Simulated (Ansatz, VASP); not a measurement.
## Two plane-wave programs on Pd

INCAR

```
PREC = Accurate
ENCUT = 520
EDIFF = 1E-6
ISMEAR = -1
SIGMA = 0.1
LREAL = F
LASPH = T
NELM = 60
ALGO = Normal
ISIF = 2
LWAVE = F
LCHARG = T
GGA = CA
LELF = T
LVHAR = T
NBANDS = 11
```

The input KPOINTS:

```
Automatic mesh
0
Gamma
  23 23 23
```

POSCAR

```
Pd
1.0
    0.0000000000      1.9951027826      1.9951027826
    1.9951027826      0.0000000000      1.9951027826
    1.9951027826      1.9951027826      0.0000000000
Pd
1
Direct
    0.0000000000      0.0000000000      0.0000000000
```

Input for Ansatz:

```yaml
crystal:
  lattice:
    - [0.0, 1.9951027826, 1.9951027826]
    - [1.9951027826, 0.0, 1.9951027826]
    - [1.9951027826, 1.9951027826, 0.0]
  atoms:
    - { symbol: Pd, position: [0.0, 0.0, 0.0] }
hamiltonian:
  xc: lda
  pseudopotentials:
    kind: paw
    azcp:
      Pd: "pseudopotentials/Pd.paw.azcp"
basis:
  ecutwfc: 420
  fft_grid_basis: typed
kpoints:
  mp_grid: { grid: [23, 23, 23], shift: [0, 0, 0] }
magnetization:
  spin_polarized: false
scf:
  occupations: { method: fermi_dirac, width: 0.1 }
output:
  stress: true
```

Alike in both runs: task single point; functional LDA; k mesh 23 × 23 × 23; occupations fermi-dirac, width 0.1 eV; no spin polarisation.

|  | VASP | Ansatz |
| --- | --- | --- |
| version | VASP 6.6.1 | Ansatz 0.2.0 |
| potentials or method | VASP PAW LDA potentials, release 64 (Pd), cutoff 520 eV | plane waves (420 eV) with PAW, scalar-relativistic |
| valence electrons in the cell | 10 | 18 |

Ansatz gave:

| Property | Result |
| --- | --- |
| pressure (GPa) | -18.9 |

Which values does VASP return?

Pressure (GPa): -18.7.

Ansatz warns that its potentials were made for another functional, while VASP's fit it. LDA's correlation is that of Perdew and Zunger in VASP and of Perdew and Wang (1992) in Ansatz. VASP's potentials hold 10 valence electrons a cell and Ansatz's 18, so a difference there can come from the potentials and not from the codes.
